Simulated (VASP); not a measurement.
Here is a VASP 6.6.1 calculation.

File INCAR:

```
SYSTEM = HfN
ALGO = Normal
EDIFF = 1E-6
ENCUT = 520
GGA = PS
ISIF = 2
ISMEAR = 0
ISYM = 0
LASPH = .True.
LCHARG = .False.
LREAL = .False.
LWAVE = .False.
NBANDS = 14
NELM = 100
PREC = Accurate
SIGMA = 0.1
```

KPOINTS

```
Automatic mesh
0
Gamma
  8 8 8
  0.5 0.5 0.5
```

The input POSCAR:

```
HfN
1.0
    3.4716430000      0.0000000000      0.0000000000
    1.7358215000      3.0065310309      0.0000000000
    1.7358215000      1.0021770103      2.8345846397
Hf N
1 1
Direct
    0.0000000000      0.0000000000      0.0000000000
    0.7500000000      0.7500000000      0.7500000000
```

Potentials or basis: VASP PAW PBE potentials, release 64 (Hf_pv, N).

Launch:

```bash
$ cat potpaw_PBE.64/Hf_pv/POTCAR potpaw_PBE.64/N/POTCAR > POTCAR
$ mpirun -np 1 vasp_std > vasp.out
```

(1) What does it give for the pressure?

(2) Estimate the band gap on the k mesh.

Answers

(1) -6.0 GPa.

(2) zero (an odd number of electrons rules out a gap without spin polarisation).

Caveat: the cell stands under tension; the PAW data sets were made with another functional, which shifts forces and pressure a little; spin-orbit coupling is left out, which moves the levels of the heavy elements.
